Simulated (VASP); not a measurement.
# Cs: density of states with PBEsol

The system is Cs.

```
Cs
1.0
    -2.47640    2.47640    2.47640
     2.47640   -2.47640    2.47640
     2.47640    2.47640   -2.47640
Cs
1
Direct
  0.00000 0.00000 0.00000
```

This cell differs from its parent crystal: volume scaled by 0.55.

* Program: VASP 6.6.1
* Task: density of states
* Functional: PBEsol
* Potentials or basis: VASP PAW PBE potentials, release 64 (Cs_sv)
* Cutoff: 520 eV
* k mesh: 9 × 9 × 9
* Occupations: fermi-dirac, width 0.05 eV
* Spin: no spin polarisation
* Dipole correction: no
* k mesh for the DOS: 14 × 14 × 14
* Occupations for the DOS: tetrahedron
* Further INCAR settings: ALGO = Normal; EDIFF = 1e-06

| Quantity | Value |
| --- | --- |
| Valence electrons inside the program's atomic spheres | Cs 6.56 |

Levels at points of the mesh, in eV from the Fermi level:
| k point | band 1 | band 2 | band 3 | band 4 | band 5 | band 6 | band 7 | band 8 |
| --- | --- | --- | --- | --- | --- | --- | --- | --- |
| (0.00, 0.00, 0.00) | -23.73 | -10.09 | -10.09 | -10.09 | -2.20 | 2.83 | 2.83 | 2.83 |
| (0.50, 0.00, 0.00) | -23.62 | -11.05 | -10.38 | -10.11 | -0.43 | 1.36 | 2.30 | 4.46 |
| (0.50, 0.50, 0.50) | -23.55 | -10.72 | -10.72 | -10.72 | -0.23 | -0.23 | 5.37 | 5.37 |

It took 22 s on 1 thread of Intel(R) Xeon(R) Platinum 8375C CPU @ 2.90GHz (Ice Lake) (shared host), peak memory 0.2 GiB.

Caveat: spin-orbit coupling is left out, which moves the levels of the heavy elements.
